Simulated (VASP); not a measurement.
# BaTiO3 (Amm2) in VASP: a series of runs

Runs on BaTiO3. Level: PBEsol. Tasks: relaxation of cell and atoms.

All numbers are computed with VASP 6.6.1; they aren't measurements. Logs are shortened: lines on timing, memory, paths and dates and some standing lists are left out, and cuts for length are marked.

### 1 The cell of the first run

Symmetry: Amm2, No. 38, orthorhombic system. Conventional cell: a = 3.986 Å, b = 5.674 Å, c = 5.690 Å, α = 90.00°, β = 90.00°, γ = 90.00°. Ba (site symmetry mm2) has 12 O at 2.77 to 2.92 Å and 8 Ti at 3.42 to 3.53 Å within 3.7 Å. Ti (site symmetry mm2) has 6 O at 1.93 to 2.09 Å within 2.6 Å. Within 2.6 Å of O (site symmetry mm2) lie 2 Ti at 2.00 Å. O (site symmetry m) has 2 Ti at 1.93 to 2.09 Å within 2.6 Å.

### 2 Relaxation of cell and atoms, PBEsol

File INCAR:

```
SYSTEM = BaTiO3
  ALGO = Normal
  EDIFF = 1E-6
  EDIFFG = -0.01
  ENCUT = 600
  GGA = PS
  IBRION = 2
  ISIF = 3
  ISMEAR = 1
  KPAR = 2
  LASPH = .True.
  LCHARG = .False.
  LREAL = .False.
  LWAVE = .False.
  NELM = 80
  NSW = 90
  PREC = Accurate
  SIGMA = 0.1
```

File KPOINTS:

```
k-points
0
Gamma
  10 10 10
  0 0 0
```

File POSCAR:

```
BaTiO3
1.0
    3.9855000000      0.0000000000      0.0000000000
    0.0000000000      2.8369000000      2.8451500000
    0.0000000000     -2.8369000000      2.8451500000
Ba Ti O
1 1 3
Direct
    0.0000000000      0.0000000000      0.0000000000
    0.5000000000      0.5124000000      0.5124000000
    0.0000000000      0.4874000000      0.4874000000
    0.5000000000      0.5052400000      0.9918400000
    0.5000000000      0.9918400000      0.5052400000
```

Potentials or basis: VASP PAW PBE potentials, release 64 (Ba_sv, Ti_sv, O).

Command:

```
cat potpaw_PBE.64/Ba_sv/POTCAR potpaw_PBE.64/Ti_sv/POTCAR potpaw_PBE.64/O/POTCAR > POTCAR
mpirun -np 2 vasp_std > vasp.out
```

OUTCAR:

```text
SYSTEM = BaTiO3
   EDIFF = 1E-6
   EDIFFG = -0.01
   ENCUT = 600
   GGA = PS
   IBRION = 2
   ISIF = 3
   ISMEAR = 1
   LASPH = .True.
   LREAL = .False.
   NELM = 80
   NSW = 90
   PREC = Accurate

 ion  position               nearest neighbor table
   1  0.000  0.000  0.000-   3 2.77   4 2.81   5 2.81   4 2.81   5 2.81   3 2.84   3 2.84   4 2.84
                             5 2.84   5 2.84   4 2.84   3 2.92   2 3.42   2 3.42   2 3.47   2 3.47
   2  0.500  0.512  0.512-   4 1.93   5 1.93   3 2.00   3 2.00   5 2.09   4 2.09   1 3.42   1 3.42
                             1 3.47   1 3.47   1 3.47   1 3.47   1 3.53   1 3.53
   3  0.000  0.487  0.487-   2 2.00   2 2.00   1 2.77   1 2.84   1 2.84   1 2.92
   4  0.500  0.505  0.992-   2 1.93   2 2.09   1 2.81   1 2.81   1 2.84   1 2.84
   5  0.500  0.992  0.505-   2 1.93   2 2.09   1 2.81   1 2.81   1 2.84   1 2.84

  LATTYP: Found a base centered orthorhombic cell.
 ALAT       =     5.6738000000
 B/A-ratio  =     1.0029081039
 C/A-ratio  =     0.7024392823

  Lattice vectors:

 A1 = (   0.0000000000,   2.8369000000,  -2.8451500000)
 A2 = (   0.0000000000,   2.8369000000,   2.8451500000)
 A3 = (   3.9855000000,   0.0000000000,   0.0000000000)

Analysis of symmetry for initial positions (statically):
=====================================================================
 Subroutine PRICEL returns:
 Original cell was already a primitive cell.

 Routine SETGRP: Setting up the symmetry group for a
 base centered orthorhombic supercell.

 Subroutine GETGRP returns: Found  4 space group operations
 (whereof  4 operations were pure point group operations)
 out of a pool of  8 trial point group operations.

The static configuration has the point symmetry C_2v.

Analysis of symmetry for dynamics (positions and initial velocities):
=====================================================================
 Subroutine PRICEL returns:
 Original cell was already a primitive cell.

 Routine SETGRP: Setting up the symmetry group for a
 base centered orthorhombic supercell.

 Subroutine GETGRP returns: Found  4 space group operations
 (whereof  4 operations were pure point group operations)
 out of a pool of  8 trial point group operations.

The dynamic configuration has the point symmetry C_2v.

 Subroutine INISYM returns: Found  4 space group operations
 (whereof  4 operations are pure point group operations),
 and found     1 'primitive' translations

----------------------------------------------------------------------------------------

                                     Primitive cell

  volume of cell :      64.3372

  direct lattice vectors                    reciprocal lattice vectors
     3.985500000  0.000000000  0.000000000     0.250909547  0.000000000  0.000000000
     0.000000000  2.836900000  2.845150000     0.000000000  0.176248722  0.175737659
     0.000000000 -2.836900000  2.845150000     0.000000000 -0.176248722  0.175737659

  length of vectors
     3.985500000  4.017820321  4.017820321     0.250909547  0.248892219  0.248892219

  position of ions in fractional coordinates (direct lattice)
     0.000000000  0.000000000  0.000000000
     0.500000000  0.512400000  0.512400000
     0.000000000  0.487400000  0.487400000
     0.500000000  0.505240000  0.991840000
     0.500000000  0.991840000  0.505240000

  ion indices of the primitive-cell ions
   primitive index   ion index
                 1           1
                 2           2
                 3           3
                 4           4
                 5           5

----------------------------------------------------------------------------------------

 KPOINTS: k-points

Automatic generation of k-mesh.
 Grid dimensions read from file:
 generate k-points for:   10   10   10

 Generating k-lattice:

  Cartesian coordinates                     Fractional coordinates (reciprocal lattice)
     0.025090955  0.000000000  0.000000000     0.100000000  0.000000000  0.000000000
     0.000000000  0.017624872  0.017573766     0.000000000  0.100000000  0.000000000
     0.000000000 -0.017624872  0.017573766     0.000000000  0.000000000  0.100000000

  Length of vectors
     0.025090955  0.024889222  0.024889222

  Shift w.r.t. Gamma in fractional coordinates (k-lattice)
     0.000000000  0.000000000  0.000000000

 Subroutine IBZKPT returns following result:
 ===========================================

 Found    186 irreducible k-points:

 Following reciprocal coordinates:
            Coordinates               Weight
  0.000000  0.000000  0.000000      1.000000
  0.100000  0.000000  0.000000      2.000000
  0.200000  0.000000  0.000000      2.000000
  0.300000  0.000000  0.000000      2.000000
  0.400000  0.000000  0.000000      2.000000
  0.500000  0.000000  0.000000      1.000000
[... 16 lines left out ...]
  0.400000  0.300000  0.000000      8.000000
  0.500000  0.300000  0.000000      4.000000
 [... further k-points ...]
   k-points           NKPTS =    186   k-points in BZ     NKDIM =    186   number of bands    NBANDS=     24
   number of dos      NEDOS =    301   number of ions     NIONS =      5
   total plane-waves  NPLWV =  32768
   dimension x,y,z NGX =    32 NGY =   32 NGZ =   32
   dimension x,y,z NGXF=    64 NGYF=   64 NGZF=   64
   ions per type =               1   1   3
   NGX,Y,Z   is equivalent  to a cutoff of  13.35, 13.24, 13.24 a.u.
   NGXF,Y,Z  is equivalent  to a cutoff of  26.70, 26.48, 26.48 a.u.
 SYSTEM =  BaTiO3
   PREC   = accura    normal or accurate (medium, high low for compatibility)
   ISTART =      0    job   : 0-new  1-cont  2-samecut
   ICHARG =      2    charge: 1-file 2-atom 10-const
   ISPIN  =      1    spin polarized calculation?
   LNONCOLLINEAR =      F non collinear calculations
   LSORBIT =      F    spin-orbit coupling
   LASPH  =      T    aspherical Exc in radial PAW
   ENCUT  =  600.0 eV  44.10 Ry    6.64 a.u.   7.96  8.02  8.02*2*pi/ulx,y,z
   NELM   =     80;   NELMIN=  2; NELMDL= -5     # of ELM steps
   EDIFF  = 0.1E-05   stopping-criterion for ELM
   LREAL  =      F    real-space projection
   EDIFFG = -.1E-01   stopping-criterion for IOM
   NSW    =     90    number of steps for IOM
   IBRION =      2    ionic relax: 0-MD 1-quasi-New 2-CG
   NFREE  =      1    steps in history (QN), initial steepest desc. (CG)
   ISIF   =      3    stress and relaxation
   ISYM   =      2    0-nonsym 1-usesym 2-fastsym
   POTIM  = 0.5000    time-step for ionic-motion
   TEBEG  =    0.0;   TEEND  =   0.0 temperature during run
   PSTRESS=    0.0 pullay stress
   NELECT =      40.0000    total number of electrons
   NUPDOWN=      -1.0000    fix difference up-down
   EMIN   =  10.00;   EMAX   =-10.00  energy-range for DOS
   EFERMI =   0.00;   METHOD = LEGACY
   ISMEAR =     1;   SIGMA  =   0.10  broadening in eV -4-tet -1-fermi 0-gaus
   EFERMI_NEDOS =   21; number of points for ismear=-14 and -15
   IALGO  =     38    algorithm
   IMIX   =      4    mixing-type and parameters
     AMIX     =   0.40;   BMIX     =  1.00
     AMIX_MAG =   1.60;   BMIX_MAG =  1.00
  volume/ion in A,a.u.               =      12.87        86.83
  Fermi-wavevector in a.u.,A,eV,Ry     =   1.397250  2.640420 26.562762  1.952308
  Thomas-Fermi vector in A             =   2.520525
   LORBIT       =      0    0 simple, 1 ext, 2 COOP (PROOUT), +10 PAW based schemes
   GGA     = PS    functional components
   LHFCALC =     F    Hartree Fock is set to
   AEXX    =    0.0000 exact exchange contribution
   IVDW    =     0    specifies the selected vdW correction
   LEPSILON=     F    determine dielectric tensor
   LRPA    =     F    only Hartree local field effects (RPA)
 conjugate gradient relaxation of ions
 non-spin polarized calculation
 Methfessel and Paxton  Order N= 1 SIGMA  =   0.10
  energy-cutoff  :      600.00
  volume of cell :       64.34
 maximum number of plane-waves:      2194
 NGX is ok and might be reduce to    32
   NGX = 15   NGY = 17   NGZ = 17

--------------------------------------- Ionic step        1  -------------------------------------------

 number of electron      39.9999992 magnetization

 Free energy of the ion-electron system (eV)
  ---------------------------------------------------
  ext. energy  EPLUGINS =         0.00000000
  ---------------------------------------------------
  free energy    TOTEN  =       -41.98239176 eV

  energy without entropy =      -41.98370071  energy(sigma->0) =      -41.98282808

------------------------ aborting loop because EDIFF is reached ----------------------------------------

  FORCE on cell =-STRESS in cart. coord.  units (eV):
  Direction    XX          YY          ZZ          XY          YZ          ZX
  --------------------------------------------------------------------------------------
  -------------------------------------------------------------------------------------
  Total       -0.8664376     -0.8057202     -1.0586868      0.0000000      0.0000000      0.0000000
  in kB      -21.5767423    -20.0647076    -26.3642896      0.0000000      0.0000000      0.0000000
  external PRESSURE =     -22.6685798 kB  Pullay stress =       0.0000000 kB
[... 98 lines left out ...]
  FREE ENERGIE OF THE ION-ELECTRON SYSTEM (eV)
  ---------------------------------------------------
  free  energy   TOTEN  =       -41.9942365598 eV

  energy  without entropy=      -41.9954788482  energy(sigma->0) =      -41.99465066

[... ionic steps 4 to 14 ...]

--------------------------------------- Ionic step       15  -------------------------------------------

 number of electron      39.9999992 magnetization

------------------------ aborting loop because EDIFF is reached ----------------------------------------
[... 73 lines left out ...]
--------------------------------------- Ionic step       17  -------------------------------------------

 number of electron      39.9999992 magnetization

 Free energy of the ion-electron system (eV)
  ---------------------------------------------------
  ext. energy  EPLUGINS =         0.00000000
  ---------------------------------------------------
  free energy    TOTEN  =       -42.01306213 eV

  energy without entropy =      -42.01407603  energy(sigma->0) =      -42.01340009

 E-fermi :   3.6828     XC(G=0): -11.4971

 val. band max:        3.6781047881   @ k =   0.5000   0.5000   0.5000
 cond. band min:       5.7784922966   @ k =   0.0000   0.0000   0.0000
 fundamental gap:      2.1003875086
 Fermi energy:         3.6828181377

 k-point     1 :       0.0000    0.0000    0.0000
  band No.  band energies     occupation
      1     -52.4476      2.00000
      2     -28.8282      2.00000
      3     -28.8238      2.00000
      4     -28.7763      2.00000
      5     -21.1154      2.00000
      6     -13.1271      2.00000
[... 637 lines left out ...]
     23       7.6165      0.00000
     24       8.5799      0.00000

 [... further k-points ...]

------------------------ aborting loop because EDIFF is reached ----------------------------------------

  FORCE on cell =-STRESS in cart. coord.  units (eV):
  Direction    XX          YY          ZZ          XY          YZ          ZX
  --------------------------------------------------------------------------------------
  -------------------------------------------------------------------------------------
  Total       -0.0061404      0.0012753     -0.0129656      0.0000000      0.0000000      0.0000000
  in kB       -0.1532798      0.0318359     -0.3236526      0.0000000      0.0000000      0.0000000
  external PRESSURE =      -0.1483655 kB  Pullay stress =       0.0000000 kB
[... 20 lines left out ...]
  FREE ENERGIE OF THE ION-ELECTRON SYSTEM (eV)
  ---------------------------------------------------
  free  energy   TOTEN  =       -42.0130621253 eV

  energy  without entropy=      -42.0140760291  energy(sigma->0) =      -42.01340009

 reached required accuracy - stopping structural energy minimisation
```

Run time: 17 min. Hardware: 2 MPI ranks of Intel Xeon Platinum 8259CL at 2.50GHz (Skylake/Cascade Lake), shared host; peak memory 0.47 GiB.

Results:

* Free energy: -42.0131 eV
* Relaxed volume: 12.84 Å³/atom
* Relaxed cell: a = 3.960 Å, b = 4.026 Å, c = 4.026 Å, α = 89.76°, β = 90.00°, γ = 90.00°
* Space group after relaxing (to 0.1 Å): Amm2 (No. 38)
* Energy gained by relaxing: 6.1 meV/atom
* Ionic steps: 17
* Pressure after relaxing: 0.0 GPa
* Largest force after relaxing: 0.006 eV/Å
* Band gap on the k mesh: 2.10 eV (least direct gap 2.48 eV)

Forces in eV/Å, atoms in the order of the input:
```
Ba   0.000  0.000 -0.002
Ti   0.000  0.000 -0.003
O    0.000  0.000 -0.003
O    0.000 -0.004  0.004
O    0.000  0.004  0.004
```

Step by step:
```tsv
step	energy change (eV)	largest force (eV/Å)	pressure (GPa)	volume (Å³)
1	0.0000	0.2795	-2.27	64.34
2	-0.0076	0.1888	2.76	62.66
3	-0.0118	0.2061	0.82	63.27
4	-0.0196	0.1547	0.67	63.43
5	-0.0275	0.0865	0.38	63.83
6	-0.0276	0.0750	0.36	63.79
7	-0.0292	0.0986	-0.58	64.20
8	-0.0293	0.0946	-0.44	64.13
9	-0.0298	0.0373	0.42	63.91
10	-0.0300	0.0428	0.14	63.99
11	-0.0304	0.0236	0.09	64.06
12	-0.0305	0.0408	0.00	64.16
13	-0.0305	0.0261	-0.02	64.13
14	-0.0307	0.0167	0.05	64.15
15	-0.0307	0.0114	0.07	64.16
16	-0.0306	0.0201	-0.21	64.25
17	-0.0307	0.0057	-0.01	64.18
```

Final structure:
```
CELL_PARAMETERS angstrom
3.96003 0.00000 0.00000
0.00000 2.84090 2.85259
0.00000 -2.84090 2.85259
ATOMIC_POSITIONS crystal
Ba 0.00000 0.00682 0.00682
Ti 0.50000 0.52083 0.52083
O 0.00000 0.49152 0.49152
O 0.50000 0.49405 0.98366
O 0.50000 0.98366 0.49405
```

Caveat: the PAW data sets were made with another functional, which shifts forces and pressure a little; spin-orbit coupling is left out, which moves the levels of the heavy elements. A k mesh can miss the band edges.

(Continued in part 2 of 2.)
